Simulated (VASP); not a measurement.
# CaF2 (Fm-3m) in VASP: notebook

CaF2 is run at these levels: r2SCAN; tasks: single point.

All numbers are computed with VASP 6.6.1; they aren't measurements. Logs are shortened: lines on timing, memory, paths and dates and some standing lists are left out, and cuts for length are marked.

### Step 1. The cell of the first run

The structure is cubic, space group Fm-3m (No. 225). Conventional cell: a = 5.319 Å, b = 5.319 Å, c = 5.319 Å, α = 90.00°, β = 90.00°, γ = 90.00°. Ca (site symmetry m-3m) has 8 F at 2.30 Å within 3.0 Å. Within 3.0 Å of F (site symmetry -43m) lie 4 Ca at 2.30 Å and 6 F at 2.66 Å.

### Step 2. Single point, r2SCAN

Input file POSCAR:

```
CaF2
1.0
    0.0000000000      2.6593650260      2.6593650260
    2.6593650260      0.0000000000      2.6593650260
    2.6593650260      2.6593650260      0.0000000000
Ca F
1 2
Direct
    0.0000000000      0.0000000000      0.0000000000
    0.2500000000      0.2500000000      0.2500000000
    0.7500000000      0.7500000000      0.7500000000
```

Input file INCAR.step1:

```
SYSTEM = CaF2
  PREC = Accurate
  ENCUT = 660
  ISMEAR = 0
  SIGMA = 0.01
  LREAL = .False.
  LASPH = .True.
  NELM = 120
  NBANDS = 19
  GGA = PE
  ALGO = Normal
  EDIFF = 1E-5
  LWAVE = .True.
  LCHARG = .False.
  GGA_COMPAT = .False.
```

Input file INCAR.step2:

```
SYSTEM = CaF2
  PREC = Accurate
  ENCUT = 660
  EDIFF = 1E-6
  ISMEAR = 0
  SIGMA = 0.01
  LREAL = .False.
  LASPH = .True.
  NELM = 120
  ALGO = Normal
  ISIF = 2
  LWAVE = .False.
  LCHARG = .False.
  METAGGA = R2SCAN
  LMIXTAU = .True.
  NBANDS = 19
  ISTART = 1
  GGA_COMPAT = .False.
```

Input file KPOINTS:

```
Automatic mesh
0
Gamma
  8 8 8
  0 0 0
```

Potentials or basis: VASP PAW PBE potentials, release 64 (Ca_sv, F).

Command:

```bash
$ cat potpaw_PBE.64/Ca_sv/POTCAR potpaw_PBE.64/F/POTCAR > POTCAR
$ cp INCAR.step1 INCAR
$ mpirun -np 1 vasp_std > vasp.out
$ cp INCAR.step2 INCAR
$ mpirun -np 1 vasp_std > vasp.out
```

OUTCAR:

```text
SYSTEM = CaF2
   PREC = Accurate
   ENCUT = 660
   EDIFF = 1E-6
   ISMEAR = 0
   LREAL = .False.
   LASPH = .True.
   NELM = 120
   ISIF = 2
   METAGGA = R2SCAN
   ISTART = 1

 ion  position               nearest neighbor table
   1  0.000  0.000  0.000-   2 2.30   3 2.30   3 2.30   3 2.30   3 2.30   2 2.30   2 2.30   2 2.30

   2  0.250  0.250  0.250-   1 2.30   1 2.30   1 2.30   1 2.30
   3  0.750  0.750  0.750-   1 2.30   1 2.30   1 2.30   1 2.30

  LATTYP: Found a face centered cubic cell.
 ALAT       =     5.3187300520

  Lattice vectors:

 A1 = (   0.0000000000,   2.6593650260,   2.6593650260)
 A2 = (   2.6593650260,   0.0000000000,   2.6593650260)
 A3 = (   2.6593650260,   2.6593650260,   0.0000000000)

Analysis of symmetry for initial positions (statically):
=====================================================================
 Subroutine PRICEL returns:
 Original cell was already a primitive cell.

 Routine SETGRP: Setting up the symmetry group for a
 face centered cubic supercell.

 Subroutine GETGRP returns: Found 48 space group operations
 (whereof 48 operations were pure point group operations)
 out of a pool of 48 trial point group operations.

The static configuration has the point symmetry O_h .

Analysis of symmetry for dynamics (positions and initial velocities):
=====================================================================
 Subroutine PRICEL returns:
 Original cell was already a primitive cell.

 Routine SETGRP: Setting up the symmetry group for a
 face centered cubic supercell.

 Subroutine GETGRP returns: Found 48 space group operations
 (whereof 48 operations were pure point group operations)
 out of a pool of 48 trial point group operations.

The dynamic configuration has the point symmetry O_h .

 Subroutine INISYM returns: Found 48 space group operations
 (whereof 48 operations are pure point group operations),
 and found     1 'primitive' translations

----------------------------------------------------------------------------------------

                                     Primitive cell

  volume of cell :      37.6152

  direct lattice vectors                    reciprocal lattice vectors
     0.000000000  2.659365026  2.659365026    -0.188014806  0.188014806  0.188014806
     2.659365026  0.000000000  2.659365026     0.188014806 -0.188014806  0.188014806
     2.659365026  2.659365026  0.000000000     0.188014806  0.188014806 -0.188014806

  length of vectors
     3.760910087  3.760910087  3.760910087     0.325651197  0.325651197  0.325651197

  position of ions in fractional coordinates (direct lattice)
     0.000000000  0.000000000  0.000000000
     0.250000000  0.250000000  0.250000000
     0.750000000  0.750000000  0.750000000

  ion indices of the primitive-cell ions
   primitive index   ion index
                 1           1
                 2           2
                 3           3

----------------------------------------------------------------------------------------

 KPOINTS: Automatic mesh

Automatic generation of k-mesh.
 Grid dimensions read from file:
 generate k-points for:    8    8    8

 Generating k-lattice:

  Cartesian coordinates                     Fractional coordinates (reciprocal lattice)
    -0.023501851  0.023501851  0.023501851     0.125000000  0.000000000  0.000000000
     0.023501851 -0.023501851  0.023501851     0.000000000  0.125000000  0.000000000
     0.023501851  0.023501851 -0.023501851     0.000000000  0.000000000  0.125000000

  Length of vectors
     0.040706400  0.040706400  0.040706400

  Shift w.r.t. Gamma in fractional coordinates (k-lattice)
     0.000000000  0.000000000  0.000000000

 Subroutine IBZKPT returns following result:
 ===========================================

 Found     29 irreducible k-points:

 Following reciprocal coordinates:
            Coordinates               Weight
  0.000000  0.000000  0.000000      1.000000
  0.125000  0.000000  0.000000      8.000000
  0.250000  0.000000  0.000000      8.000000
  0.375000  0.000000  0.000000      8.000000
  0.500000  0.000000  0.000000      4.000000
  0.125000  0.125000  0.000000      6.000000
[... 16 lines left out ...]
  0.500000  0.250000  0.125000     48.000000
 -0.375000  0.250000  0.125000     24.000000
 [... further k-points ...]
   k-points           NKPTS =     29   k-points in BZ     NKDIM =     29   number of bands    NBANDS=     19
   number of dos      NEDOS =    301   number of ions     NIONS =      3
   total plane-waves  NPLWV =  32768
   dimension x,y,z NGX =    32 NGY =   32 NGZ =   32
   dimension x,y,z NGXF=    64 NGYF=   64 NGZF=   64
   ions per type =               1   2
   NGX,Y,Z   is equivalent  to a cutoff of  14.15, 14.15, 14.15 a.u.
   NGXF,Y,Z  is equivalent  to a cutoff of  28.29, 28.29, 28.29 a.u.
 SYSTEM =  CaF2
   PREC   = accura    normal or accurate (medium, high low for compatibility)
   ISTART =      1    job   : 0-new  1-cont  2-samecut
   ICHARG =      0    charge: 1-file 2-atom 10-const
   ISPIN  =      1    spin polarized calculation?
   LNONCOLLINEAR =      F non collinear calculations
   LSORBIT =      F    spin-orbit coupling
   LASPH  =      T    aspherical Exc in radial PAW
   ENCUT  =  660.0 eV  48.51 Ry    6.96 a.u.   7.88  7.88  7.88*2*pi/ulx,y,z
   NELM   =    120;   NELMIN=  2; NELMDL=  0     # of ELM steps
   EDIFF  = 0.1E-05   stopping-criterion for ELM
   LREAL  =      F    real-space projection
   EDIFFG = 0.1E-04   stopping-criterion for IOM
   NSW    =      0    number of steps for IOM
   IBRION =     -1    ionic relax: 0-MD 1-quasi-New 2-CG
   NFREE  =      0    steps in history (QN), initial steepest desc. (CG)
   ISIF   =      2    stress and relaxation
   ISYM   =      2    0-nonsym 1-usesym 2-fastsym
   POTIM  = 0.5000    time-step for ionic-motion
   TEBEG  =    0.0;   TEEND  =   0.0 temperature during run
   PSTRESS=    0.0 pullay stress
   NELECT =      24.0000    total number of electrons
   NUPDOWN=      -1.0000    fix difference up-down
   EMIN   =  10.00;   EMAX   =-10.00  energy-range for DOS
   EFERMI =   0.00;   METHOD = LEGACY
   ISMEAR =     0;   SIGMA  =   0.01  broadening in eV -4-tet -1-fermi 0-gaus
   EFERMI_NEDOS =   21; number of points for ismear=-14 and -15
   IALGO  =     38    algorithm
   IMIX   =      4    mixing-type and parameters
     AMIX     =   0.40;   BMIX     =  1.00
     AMIX_MAG =   1.60;   BMIX_MAG =  1.00
  volume/ion in A,a.u.               =      12.54        84.61
  Fermi-wavevector in a.u.,A,eV,Ry     =   1.409367  2.663317 27.025444  1.986314
  Thomas-Fermi vector in A             =   2.531430
   LORBIT       =      0    0 simple, 1 ext, 2 COOP (PROOUT), +10 PAW based schemes
   METAGGA = R2SCAN    functional components
   LHFCALC =     F    Hartree Fock is set to
   AEXX    =    0.0000 exact exchange contribution
   IVDW    =     0    specifies the selected vdW correction
   LEPSILON=     F    determine dielectric tensor
   LRPA    =     F    only Hartree local field effects (RPA)
 non-spin polarized calculation
 Gauss-broadening in eV      SIGMA  =   0.01
  energy-cutoff  :      660.00
  volume of cell :       37.62
 maximum number of plane-waves:      1472
   NGX = 15   NGY = 15   NGZ = 15

 number of electron      24.0000000 magnetization

 Free energy of the ion-electron system (eV)
  ---------------------------------------------------
  ext. energy  EPLUGINS =         0.00000000
  ---------------------------------------------------
  free energy    TOTEN  =       -25.88780054 eV

  energy without entropy =      -25.88780054  energy(sigma->0) =      -25.88780054

 E-fermi :  -1.0301     XC(G=0): -10.6794

 val. band max:       -1.1047240368   @ k =   0.5000   0.5000   0.0000
 cond. band min:       7.3314400450   @ k =   0.0000   0.0000   0.0000
 fundamental gap:      8.4361640818
 Fermi energy:        -1.0301375651

 k-point     1 :       0.0000    0.0000    0.0000
  band No.  band energies     occupation
      1     -37.9679      2.00000
      2     -22.3685      2.00000
      3     -21.4973      2.00000
      4     -18.0280      2.00000
      5     -18.0280      2.00000
      6     -18.0280      2.00000
[... 11 lines left out ...]
     18      11.7104      0.00000
     19      17.4249      0.00000

 k-point     2 :       0.1250    0.0000    0.0000
  band No.  band energies     occupation
      1     -37.9602      2.00000
      2     -22.4046      2.00000
      3     -21.5432      2.00000
      4     -18.0367      2.00000
      5     -18.0367      2.00000
      6     -17.9631      2.00000
[... 11 lines left out ...]
     18      11.6592      0.00000
     19      16.7118      0.00000

 k-point     3 :       0.2500    0.0000    0.0000
  band No.  band energies     occupation
      1     -37.9415      2.00000
      2     -22.4628      2.00000
      3     -21.6882      2.00000
      4     -18.0577      2.00000
      5     -18.0577      2.00000
      6     -17.7956      2.00000
[... 11 lines left out ...]
     18      11.5374      0.00000
     19      15.4769      0.00000

 k-point     4 :       0.3750    0.0000    0.0000
  band No.  band energies     occupation
      1     -37.9227      2.00000
      2     -22.4729      2.00000
      3     -21.8854      2.00000
      4     -18.0784      2.00000
      5     -18.0784      2.00000
      6     -17.6165      2.00000
[... 11 lines left out ...]
     18      11.4183      0.00000
     19      14.7416      0.00000

 k-point     5 :       0.5000    0.0000    0.0000
  band No.  band energies     occupation
      1     -37.9149      2.00000
      2     -22.4534      2.00000
      3     -21.9912      2.00000
      4     -18.0870      2.00000
      5     -18.0870      2.00000
      6     -17.5396      2.00000
[... 11 lines left out ...]
     18      11.3701      0.00000
     19      14.6860      0.00000

 k-point     6 :       0.1250    0.1250    0.0000
  band No.  band energies     occupation
      1     -37.9576      2.00000
      2     -22.4203      2.00000
      3     -21.5522      2.00000
      4     -18.0498      2.00000
      5     -18.0498      2.00000
      6     -17.9236      2.00000
[... 11 lines left out ...]
     18      11.6226      0.00000
     19      17.1195      0.00000

 k-point     7 :       0.2500    0.1250    0.0000
  band No.  band energies     occupation
      1     -37.9426      2.00000
      2     -22.4757      2.00000
      3     -21.6562      2.00000
      4     -18.0738      2.00000
      5     -18.0508      2.00000
      6     -17.8017      2.00000
[... 11 lines left out ...]
     18      11.5670      0.00000
     19      16.1906      0.00000

 k-point     8 :       0.3750    0.1250    0.0000
  band No.  band energies     occupation
      1     -37.9238      2.00000
      2     -22.4898      2.00000
      3     -21.8519      2.00000
      4     -18.0945      2.00000
      5     -18.0286      2.00000
      6     -17.6637      2.00000
[... 256 lines left out ...]
 k-point    20 :      -0.3750    0.3750    0.0000
  band No.  band energies     occupation
      1     -37.8989      2.00000
      2     -22.4866      2.00000
      3     -22.1121      2.00000
      4     -18.1468      2.00000
      5     -17.9503      2.00000
      6     -17.5164      2.00000
[... 11 lines left out ...]
     18      14.2621      0.00000
     19      15.4665      0.00000

 k-point    21 :       0.5000    0.5000    0.0000
  band No.  band energies     occupation
      1     -37.8974      2.00000
      2     -22.6866      2.00000
      3     -21.8573      2.00000
      4     -18.1755      2.00000
      5     -18.1755      2.00000
      6     -17.3235      2.00000
[... 11 lines left out ...]
     18      14.0462      0.00000
     19      15.2702      0.00000

 k-point    22 :       0.3750    0.2500    0.1250
  band No.  band energies     occupation
      1     -37.9275      2.00000
      2     -22.5076      2.00000
      3     -21.7868      2.00000
      4     -18.0890      2.00000
      5     -18.0306      2.00000
      6     -17.7020      2.00000
[... 11 lines left out ...]
     18      11.6427      0.00000
     19      16.0754      0.00000

 k-point    23 :       0.5000    0.2500    0.1250
  band No.  band energies     occupation
      1     -37.9124      2.00000
      2     -22.4661      2.00000
      3     -22.0040      2.00000
      4     -18.1125      2.00000
      5     -17.9400      2.00000
      6     -17.6457      2.00000
[... 11 lines left out ...]
     18      12.2276      0.00000
     19      15.5422      0.00000

 k-point    24 :      -0.3750    0.2500    0.1250
  band No.  band energies     occupation
      1     -37.9061      2.00000
      2     -22.3858      2.00000
      3     -22.1597      2.00000
      4     -18.1228      2.00000
      5     -17.8891      2.00000
      6     -17.6310      2.00000
[... 11 lines left out ...]
     18      12.6785      0.00000
     19      15.2109      0.00000

 [... further k-points ...]

------------------------ aborting loop because EDIFF is reached ----------------------------------------

  FORCE on cell =-STRESS in cart. coord.  units (eV):
  Direction    XX          YY          ZZ          XY          YZ          ZX
  --------------------------------------------------------------------------------------
  -------------------------------------------------------------------------------------
  Total        1.8033445      1.8033445      1.8033445     -0.0000000     -0.0000000      0.0000000
  in kB       76.8113550     76.8113550     76.8113550     -0.0000000     -0.0000000      0.0000000
  external PRESSURE =      76.8113550 kB  Pullay stress =       0.0000000 kB

 VOLUME and BASIS-vectors are now :
 -----------------------------------------------------------------------------
  energy-cutoff  :      660.00
  volume of cell :       37.62
      direct lattice vectors                 reciprocal lattice vectors
     0.000000000  2.659365026  2.659365026    -0.188014806  0.188014806  0.188014806
     2.659365026  0.000000000  2.659365026     0.188014806 -0.188014806  0.188014806
     2.659365026  2.659365026  0.000000000     0.188014806  0.188014806 -0.188014806

 POSITION                                       TOTAL-FORCE (eV/Angst)
 -----------------------------------------------------------------------------------
      0.00000      0.00000      0.00000        -0.000000      0.000000     -0.000000
      1.32968      1.32968      1.32968         0.000000      0.000000     -0.000000
      3.98905      3.98905      3.98905        -0.000000     -0.000000      0.000000
 -----------------------------------------------------------------------------------
    total drift:                                0.000000     -0.000000      0.000000

  FREE ENERGIE OF THE ION-ELECTRON SYSTEM (eV)
  ---------------------------------------------------
  free  energy   TOTEN  =       -25.8878005413 eV

  energy  without entropy=      -25.8878005413  energy(sigma->0) =      -25.88780054
```

Wall time 74 s (1 thread of Intel Xeon 6975P-C (Granite Rapids), shared host); peak memory 0.19 GiB.

What came out:

- Free energy: -25.8878 eV
- Pressure: 7.7 GPa
- Band gap on the k mesh: 8.44 eV (least direct gap 8.71 eV)

Levels at points of the mesh, in eV from the valence-band top:
```csv
k point,band 8,band 9,band 10,band 11,band 12,band 13,band 14,band 15,band 16,band 17
"(0.00, 0.00, 0.00)",-2.36,-2.36,-0.27,-0.27,-0.27,8.44,10.32,10.32,12.82,12.82
"(0.50, 0.00, 0.00)",-1.70,-1.36,-1.34,-0.89,-0.89,10.56,10.56,11.20,11.64,12.47
"(0.50, 0.50, 0.00)",-1.76,-1.76,-0.41,-0.41,0.00,8.98,10.92,11.37,12.34,12.34
```

Caveat: the cell stands under pressure; the PAW data sets were made with another functional, which shifts forces and pressure a little. A k mesh can miss the band edges.

### Step 3. Single point, r2SCAN

This run uses another cell than the first one, of 12.87 Å³/atom.

Input file POSCAR:

```
CaF2
1.0
    0.0000000000      2.6829050173      2.6829050173
    2.6829050173      0.0000000000      2.6829050173
    2.6829050173      2.6829050173      0.0000000000
Ca F
1 2
Direct
    0.0000000000      0.0000000000      0.0000000000
    0.2500000000      0.2500000000      0.2500000000
    0.7500000000      0.7500000000      0.7500000000
```

Input file INCAR.step1:

```
SYSTEM = CaF2
PREC = Accurate
ENCUT = 660
ISMEAR = 0
SIGMA = 0.01
LREAL = .False.
LASPH = .True.
NELM = 120
NBANDS = 19
GGA = PE
ALGO = Normal
EDIFF = 1E-5
LWAVE = .True.
LCHARG = .False.
GGA_COMPAT = .False.
```

Input file INCAR.step2:

```
SYSTEM = CaF2
PREC = Accurate
ENCUT = 660
EDIFF = 1E-6
ISMEAR = 0
SIGMA = 0.01
LREAL = .False.
LASPH = .True.
NELM = 120
ALGO = Normal
ISIF = 2
LWAVE = .False.
LCHARG = .False.
METAGGA = R2SCAN
LMIXTAU = .True.
NBANDS = 19
ISTART = 1
GGA_COMPAT = .False.
```

Input file KPOINTS:

```
regular mesh
0
Gamma
  8 8 8
  0 0 0
```

Potentials or basis: VASP PAW PBE potentials, release 64 (Ca_sv, F).

Command:

```bash
$ cat potpaw_PBE.64/Ca_sv/POTCAR potpaw_PBE.64/F/POTCAR > POTCAR
$ cp INCAR.step1 INCAR
$ mpirun -np 1 vasp_std > vasp.out
$ cp INCAR.step2 INCAR
$ mpirun -np 1 vasp_std > vasp.out
```

Wall time 71 s (1 thread of Intel Xeon 6975P-C (Granite Rapids), shared host); peak memory 0.2 GiB.

It converged, with:

```
Free energy            : -25.9295 eV
Pressure               : 4.6 GPa
Band gap on the k mesh : 8.27 eV (least direct gap 8.54 eV)
```

Levels at points of the mesh, in eV from the valence-band top:
```
           k point  band 8  band 9  band 10  band 11  band 12  band 13  band 14  band 15  band 16  band 17
(0.00, 0.00, 0.00)   -2.27   -2.27    -0.27    -0.27    -0.27     8.27    10.22    10.22    12.60    12.60
(0.50, 0.00, 0.00)   -1.63   -1.33    -1.31    -0.87    -0.87    10.44    10.44    11.02    11.50    12.28
(0.50, 0.50, 0.00)   -1.72   -1.72    -0.39    -0.39     0.00     8.91    10.76    11.23    12.16    12.16
```

Caveat: the cell stands under pressure; the PAW data sets were made with another functional, which shifts forces and pressure a little. A k mesh can miss the band edges.
